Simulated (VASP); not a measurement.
BP (a.bA), 2 atoms in the cell. Symmetry: F-43m, No. 216, cubic system. The conventional cell has a = 4.520 Å, b = 4.520 Å, c = 4.520 Å, α = 90.00°, β = 90.00°, γ = 90.00°. B (site symmetry -43m) has 4 P at 1.96 Å within 2.6 Å. Within 2.6 Å of P (site symmetry -43m) lie 4 B at 1.96 Å. 

| Property | Result |
| --- | --- |
| Program | VASP 6.6.1 |
| Task | single point |
| Functional | PBEsol |
| Potentials or basis | VASP PAW PBE potentials, release 64 (B, P) |
| Cutoff | 500 eV |
| k mesh | 10 × 10 × 10 |
| Occupations | gaussian, width 0.02 eV |
| Spin | no spin polarisation |
| Dipole correction | no |
| Further INCAR settings | ALGO = Normal; EDIFF = 1e-06; NBANDS = 11 |

Potentials or basis: VASP PAW PBE potentials, release 64 (B, P).

Command:

```sh
$ cat potpaw_PBE.64/B/POTCAR potpaw_PBE.64/P/POTCAR > POTCAR
$ mpirun -np 1 vasp_std > vasp.out
```

Hardware: 1 thread of Intel(R) Xeon(R) Platinum 8488C (Sapphire Rapids) (shared host).

Q: How long does it take, and how much memory?

A: Run time: 5.9 s on 1 thread of Intel(R) Xeon(R) Platinum 8488C (Sapphire Rapids), with other jobs on the host, peak memory 0.13 GiB. Counts: scf iterations 12, k points 47.
